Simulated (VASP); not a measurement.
# SiC in VASP: single point with PBE

Aim: the single point of SiC with PBE.

Everything below comes from runs of VASP 6.6.1. Logs are shortened: lines on timing, memory, paths and dates and some standing lists are left out, and cuts for length are marked.

## Step 1: The cell of the first run

The cell holds a slab with vacuum, 8 atoms: a = 3.097 Å, b = 4.380 Å, c = 20.645 Å, α = 90.00°, β = 90.00°, γ = 90.00°.

## Step 2: Single point, PBE

The input, POSCAR:

```
SiC
1.0
    3.0969261082      0.0000000000      0.0000000000
    0.0000000000      4.3797149038      0.0000000000
    0.0000000000      0.0000000000     20.6454000000
Si C
4 4
Direct
    0.0000000000      0.8750000000      0.3874957821
    0.5000000000      0.3750000000      0.4624985937
    0.0000000000      0.8750000000      0.5375014058
    0.5000000000      0.3750000000      0.6125042179
    0.5000000000      0.6250000000      0.3874957821
    0.0000000000      0.1250000000      0.4624985937
    0.5000000000      0.6250000000      0.5375014058
    0.0000000000      0.1250000000      0.6125042179
```

The input, INCAR.step1:

```
PREC = Accurate
ENCUT = 520
EDIFF = 1E-7
ISMEAR = -1
SIGMA = 0.02
LREAL = F
LASPH = T
NELM = 60
ALGO = Normal
ISIF = 2
LWAVE = F
LCHARG = T
LDIPOL = T
IDIPOL = 3
DIPOL = 0.5 0.5 0.500
GGA = PE
NBANDS = 26
```

The input, KPOINTS.step1:

```
Automatic mesh
0
Gamma
  8 6 1
```

The input, INCAR.step2:

```
PREC = Accurate
ENCUT = 520
EDIFF = 1E-7
ISMEAR = -5
SIGMA = 0.02
LREAL = F
LASPH = T
NELM = 60
ALGO = Normal
ISIF = 2
LWAVE = F
LCHARG = F
LDIPOL = T
IDIPOL = 3
DIPOL = 0.5 0.5 0.500
GGA = PE
LORBIT = 11
NBANDS = 26
NEDOS = 1001
ICHARG = 11
```

The input, KPOINTS.step2:

```
Automatic mesh
0
Gamma
  12 9 1
```

Potentials or basis: VASP PAW PBE potentials, release 64 (Si, C).

Run with:

```bash
$ cat potpaw_PBE.64/Si/POTCAR potpaw_PBE.64/C/POTCAR > POTCAR
$ cp INCAR.step1 INCAR
$ cp KPOINTS.step1 KPOINTS
$ mpirun -np 1 vasp_std > vasp.out
$ cp INCAR.step2 INCAR
$ cp KPOINTS.step2 KPOINTS
$ mpirun -np 1 vasp_std > vasp.out
```

OUTCAR:

```text
PREC = Accurate
   ENCUT = 520
   EDIFF = 1E-7
   ISMEAR = -5
   LREAL = F
   LASPH = T
   NELM = 60
   ISIF = 2
   GGA = PE
   LORBIT = 11
   ICHARG = 11

 ion  position               nearest neighbor table
   1  0.000  0.875  0.387-   6 1.90   5 1.90   5 1.90   3 3.10   2 3.10   2 3.10   2 3.10   2 3.10

   2  0.500  0.375  0.462-   5 1.90   6 1.90   6 1.90   7 1.90   1 3.10   1 3.10   1 3.10   1 3.10
                             3 3.10   3 3.10   3 3.10   3 3.10   4 3.10
   3  0.000  0.875  0.538-   7 1.90   7 1.90   8 1.90   6 1.90   1 3.10   2 3.10   2 3.10   4 3.10
                             2 3.10   4 3.10   4 3.10   2 3.10   4 3.10
   4  0.500  0.375  0.613-   8 1.90   8 1.90   7 1.90   3 3.10   3 3.10   3 3.10   3 3.10   2 3.10

   5  0.500  0.625  0.387-   2 1.90   1 1.90   1 1.90
   6  0.000  0.125  0.462-   1 1.90   2 1.90   2 1.90   3 1.90
   7  0.500  0.625  0.538-   3 1.90   3 1.90   4 1.90   2 1.90
   8  0.000  0.125  0.613-   4 1.90   4 1.90   3 1.90

  LATTYP: Found a simple orthorhombic cell.
 ALAT       =     3.0969261082
 B/A-ratio  =     1.4142135623
 C/A-ratio  =     6.6664167238

  Lattice vectors:

 A1 = (   3.0969261082,   0.0000000000,   0.0000000000)
 A2 = (   0.0000000000,   4.3797149038,   0.0000000000)
 A3 = (   0.0000000000,   0.0000000000,  20.6454000000)

Analysis of symmetry for initial positions (statically):
=====================================================================
 Subroutine PRICEL returns:
 Original cell was already a primitive cell.

 Routine SETGRP: Setting up the symmetry group for a
 simple orthorhombic supercell.

 Subroutine GETGRP returns: Found  4 space group operations
 (whereof  2 operations were pure point group operations)
 out of a pool of  8 trial point group operations.

The static configuration has the point symmetry C_1h.
 The point group associated with its full space group is C_2v.

Analysis of symmetry for dynamics (positions and initial velocities):
=====================================================================
 Subroutine PRICEL returns:
 Original cell was already a primitive cell.

 Routine SETGRP: Setting up the symmetry group for a
 simple orthorhombic supercell.

 Subroutine GETGRP returns: Found  4 space group operations
 (whereof  2 operations were pure point group operations)
 out of a pool of  8 trial point group operations.

The dynamic configuration has the point symmetry C_1h.
 The point group associated with its full space group is C_2v.

 Subroutine INISYM returns: Found  4 space group operations
 (whereof  2 operations are pure point group operations),
 and found     1 'primitive' translations

----------------------------------------------------------------------------------------

                                     Primitive cell

  volume of cell :     280.0271

  direct lattice vectors                    reciprocal lattice vectors
     3.096926108  0.000000000  0.000000000     0.322900827  0.000000000  0.000000000
     0.000000000  4.379714904  0.000000000     0.000000000  0.228325364  0.000000000
     0.000000000  0.000000000 20.645400000     0.000000000  0.000000000  0.048436940

  length of vectors
     3.096926108  4.379714904 20.645400000     0.322900827  0.228325364  0.048436940

  position of ions in fractional coordinates (direct lattice)
     0.000000000  0.875000000  0.387495782
     0.500000000  0.375000000  0.462498594
     0.000000000  0.875000000  0.537501406
     0.500000000  0.375000000  0.612504218
     0.500000000  0.625000000  0.387495782
     0.000000000  0.125000000  0.462498594
     0.500000000  0.625000000  0.537501406
     0.000000000  0.125000000  0.612504218

  ion indices of the primitive-cell ions
   primitive index   ion index
                 1           1
                 2           2
                 3           3
                 4           4
                 5           5
                 6           6
                 7           7
                 8           8

----------------------------------------------------------------------------------------

 KPOINTS: Automatic mesh

Automatic generation of k-mesh.
 Grid dimensions read from file:
 generate k-points for:   12    9    1

 Generating k-lattice:

  Cartesian coordinates                     Fractional coordinates (reciprocal lattice)
     0.026908402  0.000000000  0.000000000     0.083333333  0.000000000  0.000000000
     0.000000000  0.025369485  0.000000000     0.000000000  0.111111111  0.000000000
     0.000000000  0.000000000  0.048436940     0.000000000  0.000000000  1.000000000

  Length of vectors
     0.026908402  0.025369485  0.048436940

  Shift w.r.t. Gamma in fractional coordinates (k-lattice)
     0.000000000  0.000000000  0.000000000

 TETIRR: Found    306 inequivalent tetrahedra from      648

 Subroutine IBZKPT returns following result:
 ===========================================

 Found     35 irreducible k-points:

 Following reciprocal coordinates:
            Coordinates               Weight
  0.000000  0.000000  0.000000      1.000000
  0.083333  0.000000  0.000000      2.000000
  0.166667  0.000000  0.000000      2.000000
  0.250000  0.000000  0.000000      2.000000
  0.333333  0.000000  0.000000      2.000000
  0.416667  0.000000  0.000000      2.000000
[... 16 lines left out ...]
  0.083333  0.333333  0.000000      4.000000
  0.166667  0.333333  0.000000      4.000000
 [... further k-points ...]
   k-points           NKPTS =     35   k-points in BZ     NKDIM =     35   number of bands    NBANDS=     26
   number of dos      NEDOS =   1001   number of ions     NIONS =      8
   total plane-waves  NPLWV = 138240
   dimension x,y,z NGX =    24 NGY =   36 NGZ =  160
   dimension x,y,z NGXF=    48 NGYF=   72 NGZF=  320
   ions per type =               4   4
   NGX,Y,Z   is equivalent  to a cutoff of  12.88, 13.66, 12.88 a.u.
   NGXF,Y,Z  is equivalent  to a cutoff of  25.77, 27.33, 25.77 a.u.
 SYSTEM =  unknown system
   PREC   = accura    normal or accurate (medium, high low for compatibility)
   ISTART =      0    job   : 0-new  1-cont  2-samecut
   ICHARG =     11    charge: 1-file 2-atom 10-const
   ISPIN  =      1    spin polarized calculation?
   LNONCOLLINEAR =      F non collinear calculations
   LSORBIT =      F    spin-orbit coupling
   LASPH  =      T    aspherical Exc in radial PAW
   ENCUT  =  520.0 eV  38.22 Ry    6.18 a.u.   5.76  8.14 38.39*2*pi/ulx,y,z
   NELM   =     60;   NELMIN=  2; NELMDL=  0     # of ELM steps
   EDIFF  = 0.1E-06   stopping-criterion for ELM
   LREAL  =      F    real-space projection
   EDIFFG = 0.1E-05   stopping-criterion for IOM
   NSW    =      0    number of steps for IOM
   IBRION =     -1    ionic relax: 0-MD 1-quasi-New 2-CG
   NFREE  =      0    steps in history (QN), initial steepest desc. (CG)
   ISIF   =      2    stress and relaxation
   ISYM   =      2    0-nonsym 1-usesym 2-fastsym
   POTIM  = 0.5000    time-step for ionic-motion
   TEBEG  =    0.0;   TEEND  =   0.0 temperature during run
   PSTRESS=    0.0 pullay stress
   NELECT =      32.0000    total number of electrons
   NUPDOWN=      -1.0000    fix difference up-down
   EMIN   =  10.00;   EMAX   =-10.00  energy-range for DOS
   EFERMI =   0.00;   METHOD = LEGACY
   ISMEAR =    -5;   SIGMA  =   0.02  broadening in eV -4-tet -1-fermi 0-gaus
   EFERMI_NEDOS =   21; number of points for ismear=-14 and -15
   IALGO  =     38    algorithm
   IMIX   =      4    mixing-type and parameters
     AMIX     =   0.40;   BMIX     =  1.00
     AMIX_MAG =   1.60;   BMIX_MAG =  1.00
  volume/ion in A,a.u.               =      35.00       236.21
  Fermi-wavevector in a.u.,A,eV,Ry     =   0.794435  1.501264  8.586996  0.631126
  Thomas-Fermi vector in A             =   1.900566
   LORBIT       =     11    0 simple, 1 ext, 2 COOP (PROOUT), +10 PAW based schemes
   GGA     = PE    functional components
   LHFCALC =     F    Hartree Fock is set to
   AEXX    =    0.0000 exact exchange contribution
   IVDW    =     0    specifies the selected vdW correction
   LEPSILON=     F    determine dielectric tensor
   LRPA    =     F    only Hartree local field effects (RPA)
 non-spin polarized calculation
 Fermi weights with tetrahedron method with Bloechl corrections
  energy-cutoff  :      520.00
  volume of cell :      280.03
 maximum number of plane-waves:      7582
 NGX is ok and might be reduce to    24

 number of electron      31.9999995 magnetization

 dipolmoment           0.000000      0.000000      0.000000 electrons x Angstroem

 Free energy of the ion-electron system (eV)
  ---------------------------------------------------
  ext. energy  EPLUGINS =         0.00000000
  ---------------------------------------------------
  free energy    TOTEN  =       -54.08084607 eV

  energy without entropy =      -54.08084607  energy(sigma->0) =      -54.08084607

 E-fermi :  -1.0906     XC(G=0):  -4.3426

 val. band max:       -1.0984391245   @ k =   0.0000   0.0000   0.0000
 cond. band min:      -0.8846745746   @ k =   0.4167   0.0000   0.0000
 fundamental gap:      0.2137645499
 Fermi energy:        -1.0906097034

 k-point     1 :       0.0000    0.0000    0.0000
  band No.  band energies     occupation
      1     -16.2021      2.00000
      2     -14.3368      2.00000
      3     -12.1784      2.00000
      4     -11.6476      2.00000
      5      -8.8531      2.00000
      6      -7.6770      2.00000
[... 685 lines left out ...]
     25       5.8212      0.00000
     26       5.9884      0.00000

 [... further k-points ...]

------------------------ aborting loop because EDIFF is reached ----------------------------------------

 vacuum level on the upper side and lower side of the slab       (xc-potential included)        -0.049        -0.049

  FORCE on cell =-STRESS in cart. coord.  units (eV):
  Direction    XX          YY          ZZ          XY          YZ          ZX
  --------------------------------------------------------------------------------------
  -------------------------------------------------------------------------------------
  Total       -2.6904157     -6.5004043     -3.6778700      0.0000000      0.0000000      0.0000000
  in kB      -15.3932380    -37.1921228    -21.0429668      0.0000000      0.0000000      0.0000000
  external PRESSURE =     -24.5427759 kB  Pullay stress =       0.0000000 kB

 VOLUME and BASIS-vectors are now :
 -----------------------------------------------------------------------------
  energy-cutoff  :      520.00
  volume of cell :      280.03
      direct lattice vectors                 reciprocal lattice vectors
     3.096926108  0.000000000  0.000000000     0.322900827  0.000000000  0.000000000
     0.000000000  4.379714904  0.000000000     0.000000000  0.228325364  0.000000000
     0.000000000  0.000000000 20.645400000     0.000000000  0.000000000  0.048436940

 POSITION                                       TOTAL-FORCE (eV/Angst)
 -----------------------------------------------------------------------------------
      0.00000      3.83225      8.00001         0.000000     -2.707846      1.774017
      1.54846      1.64239      9.54847         0.000000      0.039457     -1.023832
      0.00000      3.83225     11.09693         0.000000      0.039457      1.023832
      1.54846      1.64239     12.64539         0.000000     -2.707846     -1.774017
      1.54846      2.73732      8.00001         0.000000      1.760316     -0.418445
      0.00000      0.54746      9.54847         0.000000      0.908072     -0.652105
      1.54846      2.73732     11.09693         0.000000      0.908072      0.652105
      0.00000      0.54746     12.64539         0.000000      1.760316      0.418445
 -----------------------------------------------------------------------------------
    total drift:                                0.000000     -0.009904      0.000003

  FREE ENERGIE OF THE ION-ELECTRON SYSTEM (eV)
  ---------------------------------------------------
  free  energy   TOTEN  =       -54.0808460700 eV

  energy  without entropy=      -54.0808460700  energy(sigma->0) =      -54.08084607

 vacuum level on the upper side and lower side of the slab         4.014         4.014

 total charge

# of ion       s       p       d       tot
------------------------------------------
    1        0.753   0.841   0.000   1.594
    2        0.708   0.931   0.000   1.639
    3        0.708   0.931   0.000   1.639
    4        0.753   0.841   0.000   1.594
    5        0.860   1.529   0.000   2.389
    6        0.851   1.662   0.000   2.513
    7        0.851   1.662   0.000   2.513
    8        0.860   1.529   0.000   2.389
--------------------------------------------------
tot          6.343   9.924   0.000  16.267
```

Wall time 5.3 min (1 thread of Intel Xeon Platinum 8259CL at 2.50GHz (Skylake/Cascade Lake), shared host); peak memory 0.44 GiB.

What came out:

```yaml
Valence_electrons_inside_the_program's_atomic_spheres: Si 1.59, 1.64 (each value once); C 2.39, 2.51 (each value once)
```
